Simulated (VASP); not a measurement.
Write the native input for VASP 6.6.1 that does the following.

```
Task                   : single point
Functional             : PBEsol
Potentials or basis    : VASP PAW PBE potentials, release 64 (Sc_sv)
Cutoff                 : 520 eV
k mesh                 : 10 × 10 × 6
Occupations            : gaussian, width 0.1 eV
Spin                   : no spin polarisation
Dipole correction      : no
Further INCAR settings : ALGO = Normal; EDIFF = 1e-06; NBANDS = 18
```

The structure of Sc lies in POSCAR:

```
Sc
1.0
    3.3090000000      0.0000000000      0.0000000000
   -1.6545000000      2.8656800000      0.0000000000
    0.0000000000      0.0000000000      5.2733000000
Sc
2
Direct
    0.3333333333      0.6666666667      0.2500000000
    0.6666666667      0.3333333333      0.7500000000
```

The input as run:

INCAR

```
  PREC = Accurate
  ENCUT = 520
  EDIFF = 1E-6
  ISMEAR = 0
  SIGMA = 0.1
  LREAL = F
  LASPH = T
  NELM = 60
  ALGO = Normal
  ISIF = 2
  LWAVE = F
  LCHARG = T
  GGA = PS
  LELF = T
  LVHAR = T
  NBANDS = 18
```

KPOINTS

```
regular mesh
0
Gamma
  10 10 6
```

Potentials or basis: VASP PAW PBE potentials, release 64 (Sc_sv).

Run with:

```sh
$ cat potpaw_PBE.64/Sc_sv/POTCAR > POTCAR
$ mpirun -np 1 vasp_std > vasp.out
```

Results of the run:

```yaml
Pressure: -2.9 GPa
Band_gap_on_the_k_mesh: zero (band 11 reaches 4.38 eV, above the bottom of band 12 at 3.03 eV)
```

Caveat: the PAW data sets were made with another functional, which shifts forces and pressure a little.

It used 69 s of CPU time on 1 thread of AMD EPYC 7R13 Processor (Zen 3), with other jobs on the host.
